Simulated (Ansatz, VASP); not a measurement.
# One calculation of Zr3S2, two programs

INCAR

```
SYSTEM = Zr3S2
ALGO = Normal ; EDIFF = 1E-7
ENCUT = 520 ; GGA = PS
ISIF = 2 ; ISMEAR = -1
LASPH = .TRUE. ; LCHARG = .FALSE.
LREAL = .FALSE. ; LWAVE = .FALSE.
NBANDS = 32 ; NELM = 80
PREC = Accurate ; SIGMA = 0.05
```

KPOINTS

```
k-points
0
G
  5 5 5
  0 0 0
```

The input POSCAR:

```
Zr3S2
1.0
    2.9315633524      1.6925388907      3.4877732718
   -2.9315633524      1.6925388907      3.4877732718
    0.0000000000     -3.3850777813      3.4877732718
Zr S
3 2
Direct
    0.8387270000      0.5000000000      0.1612730000
    0.5000000000      0.1612730000      0.8387270000
    0.1612730000      0.8387270000      0.5000000000
    0.6650230000      0.6650230000      0.6650230000
    0.3349770000      0.3349770000      0.3349770000
```

input.yaml

```yaml
crystal:
  lattice:
    - [2.9315633524, 1.6925388907, 3.4877732718]
    - [-2.9315633524, 1.6925388907, 3.4877732718]
    - [0.0, -3.3850777813, 3.4877732718]
  atoms:
    - { symbol: Zr, position: [0.838727, 0.5, 0.161273] }
    - { symbol: Zr, position: [0.5, 0.161273, 0.838727] }
    - { symbol: Zr, position: [0.161273, 0.838727, 0.5] }
    - { symbol: S, position: [0.665023, 0.665023, 0.665023] }
    - { symbol: S, position: [0.334977, 0.334977, 0.334977] }
hamiltonian:
  xc: pbesol
  pseudopotentials: { kind: paw }
kpoints:
  mp_grid: { grid: [5, 5, 5] }
scf:
  occupations: { method: fermi_dirac, width: 0.05 }
output:
  forces: true
  stress: true
  eigenvalues: true
```

Alike in both runs: task single point; functional PBEsol; k mesh 5 × 5 × 5; occupations fermi-dirac, width 0.05 eV; no spin polarisation.

|  | VASP | Ansatz |
| --- | --- | --- |
| version | VASP 6.6.1 | Ansatz 0.2.0 |
| potentials or method | VASP PAW PBE potentials, release 64 (Zr_sv, S) | Ansatz PAW |
| plane-wave cutoff (eV) | 520 | 420 |
| valence electrons in the cell | 48 | 48 |

Ansatz gave:

| Item | Value |
| --- | --- |
| gap on the k mesh at the Fermi level (eV) | none |
| pressure (GPa) | -7.1 |
| traceless stress, the component that is largest in VASP (GPa) | 0.25 |
| rms of the force components (eV/Å) | 0.090 |

Estimate VASP's values.

gap on the k mesh at the Fermi level (eV): none; pressure (GPa): -7.0; traceless stress, the component that is largest in VASP (GPa): 0.31; rms of the force components (eV/Å): 0.087.

VASP's potentials were made for PBE, not for PBEsol. Atom by atom the forces differ by 0.003 eV/Å (rms over components). A gap of «none» marks a metal or a gap that the smearing closes. With one functional, cell and mesh, what is left measures potentials, basis and numerics.
